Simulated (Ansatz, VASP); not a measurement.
# One calculation of LiH, two programs

The input INCAR:

```
PREC = Accurate ; ENCUT = 520
EDIFF = 1E-6 ; ISMEAR = 0
SIGMA = 0.01 ; LREAL = False
LASPH = True ; NELM = 100
ALGO = Normal ; ISIF = 2
LWAVE = False ; LCHARG = False
GGA = PE ; NBANDS = 12
```

File KPOINTS:

```
regular mesh
0
Gamma
  9 9 6
```

The input POSCAR:

```
LiH
1.0
    3.3169994477      0.0000000000      0.0000000000
   -1.6584997239      2.8726057860      0.0000000000
    0.0000000000      0.0000000000      4.1522930338
Li H
2 2
Direct
    0.3333333333      0.6666666667      0.2500000000
    0.6666666667      0.3333333333      0.7500000000
    0.6666666667      0.3333333333      0.2500000000
    0.3333333333      0.6666666667      0.7500000000
```

Input for Ansatz:

```yaml
crystal:
  lattice:
    - [3.3169994477, 0.0, 0.0]
    - [-1.6584997239, 2.872605786, 0.0]
    - [0.0, 0.0, 4.1522930338]
  atoms:
    - { symbol: Li, position: [0.3333333333, 0.6666666667, 0.25] }
    - { symbol: Li, position: [0.6666666667, 0.3333333333, 0.75] }
    - { symbol: H, position: [0.6666666667, 0.3333333333, 0.25] }
    - { symbol: H, position: [0.3333333333, 0.6666666667, 0.75] }
kpoints:
  mp_grid: { grid: [9, 9, 6] }
hamiltonian:
  xc: pbe
scf:
  occupations: { method: fixed }
  n_extra_bands: 5
output:
  forces: true
  stress: true
  eigenvalues: true
```

Alike in both runs: task single point; functional PBE; k mesh 9 × 9 × 6; no spin polarisation.

```csv
,VASP,Ansatz
version,VASP 6.6.1,Ansatz 0.2.0
potentials or method,"VASP PAW PBE potentials, release 64 (Li_sv, H)","plane waves, PAW"
plane-wave cutoff (eV),520,420
occupations,"gaussian, width 0.01 eV",fixed
valence electrons in the cell,8,8
```

Ansatz gave:

| Property | Result |
| --- | --- |
| gap on the k mesh at the Fermi level (eV) | 1.96 |

Estimate VASP's values.

gap on the k mesh at the Fermi level (eV): 1.95.

Noted on VASP's run: the cutoff is under 1.25 times that of the potentials, so the pressure is a little rough.
